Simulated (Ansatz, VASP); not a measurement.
# Ru: VASP beside Ansatz

```
CELL_PARAMETERS angstrom
2.72356 0.00000 0.00000
-1.36178 2.35867 0.00000
0.00000 0.00000 4.28908
ATOMIC_POSITIONS crystal
Ru 0.33333 0.66667 0.25000
Ru 0.66667 0.33333 0.75000
```

Alike in both runs: functional PBE; k mesh 13 × 13 × 8; occupations fermi-dirac, width 0.1 eV; no spin polarisation.

Ansatz relaxed the structure, and its values are those at the end. VASP's run is a single point on that final structure, the one shown.

```csv
,VASP,Ansatz
version,VASP 6.6.1,Ansatz 0.2.0
potentials or method,"VASP PAW PBE potentials, release 64 (Ru_pv), cutoff 520 eV","plane waves (420 eV) with PAW, scalar-relativistic"
valence electrons in the cell,28,32
```

VASP gave:

| Property | Result |
| --- | --- |
| pressure (GPa) | -0.1 |

Q: What did Ansatz give for the same quantities?

A: Pressure (GPa): 0.0.

VASP's potentials hold 28 valence electrons a cell and Ansatz's 32, so a difference there can come from the potentials and not from the codes.
